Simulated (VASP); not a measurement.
Here is a VASP 6.6.1 calculation.

INCAR

```
SYSTEM = Pt
  PREC = Accurate
  ENCUT = 520
  EDIFF = 1E-7
  ISMEAR = 1
  SIGMA = 0.05
  LREAL = .False.
  LASPH = .True.
  NELM = 80
  ALGO = Normal
  ISIF = 2
  LWAVE = .False.
  LCHARG = .False.
  GGA = PS
  NBANDS = 11
```

File KPOINTS:

```
regular mesh
0
Gamma
  12 12 12
  0 0 0
```

The input POSCAR:

```
Pt
1.0
   -1.5842200000      1.5842200000      1.5842200000
    1.5842200000     -1.5842200000      1.5842200000
    1.5842200000      1.5842200000     -1.5842200000
Pt
1
Direct
    0.0000000000      0.0000000000      0.0000000000
```

Potentials or basis: VASP PAW PBE potentials, release 64 (Pt).

Run with:

```bash
$ cat potpaw_PBE.64/Pt/POTCAR > POTCAR
$ mpirun -np 1 vasp_std > vasp.out
```

Q: Predict the band gap on the k mesh.

A: Zero (band 5 reaches 10.90 eV, above the bottom of band 6 at 8.78 eV).

Q: What does it give for the pressure?

A: -11.7 GPa.

Caveat: the PAW data sets were made with another functional, which shifts forces and pressure a little; spin-orbit coupling is left out, which moves the levels of the heavy elements.
